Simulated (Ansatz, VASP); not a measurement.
**Two plane-wave programs on AlN**

Contents of INCAR:

```
SYSTEM = AlN
PREC = Accurate
ENCUT = 600
EDIFF = 1E-7
ISMEAR = -1
SIGMA = 0.1
LREAL = .False.
LASPH = .True.
NELM = 120
ALGO = Normal
ISIF = 3
LWAVE = .False.
LCHARG = .False.
GGA = PS
IBRION = 2
NSW = 100
EDIFFG = -0.002
GGA_COMPAT = .False.
NELMIN = 4
```

KPOINTS

```
regular mesh
0
Gamma
  14 14 14
  0 0 0
```

POSCAR

```
AlN
1.0
    0.0000000000      2.1839935596      2.1839935596
    2.1839935596      0.0000000000      2.1839935596
    2.1839935596      2.1839935596      0.0000000000
Al N
1 1
Direct
    0.0000000000      0.0000000000      0.0000000000
    0.2500000000      0.2500000000      0.2500000000
```

Input for Ansatz:

```yaml
crystal:
  lattice:
    - [0.0, 2.1839935596, 2.1839935596]
    - [2.1839935596, 0.0, 2.1839935596]
    - [2.1839935596, 2.1839935596, 0.0]
  atoms:
    - { symbol: Al, position: [0.0, 0.0, 0.0] }
    - { symbol: "N", position: [0.25, 0.25, 0.25] }
kpoints:
  mp_grid: { grid: [14, 14, 14] }
scf:
  occupations: { method: fermi_dirac, width: 0.1 }
hamiltonian:
  xc: pbesol
  pseudopotentials: { kind: paw }
relax:
  f_tol: 0.002
  max_steps: 80
  cell: {}
output:
  forces: true
  stress: true
```

Alike in both runs: task relaxation of cell and atoms; functional PBEsol; k mesh 14 × 14 × 14; occupations fermi-dirac, width 0.1 eV; no spin polarisation.

```csv
,VASP,Ansatz
version,VASP 6.6.1,Ansatz 0.2.0
potentials or method,"VASP PAW PBE potentials, release 64 (Al, N)","PAW with Ansatz's default frozen-core files, scalar-relativistic"
plane-wave cutoff (eV),600,420
valence electrons in the cell,8,8
```

```csv
,VASP,Ansatz,Ansatz less VASP
relaxed volume (Å³/atom),10.48,10.48,+0.006
relaxed cell length with the largest relative difference (Å),3.095,3.095,+0.0005
```

VASP's potentials were made for PBE, not for PBEsol.
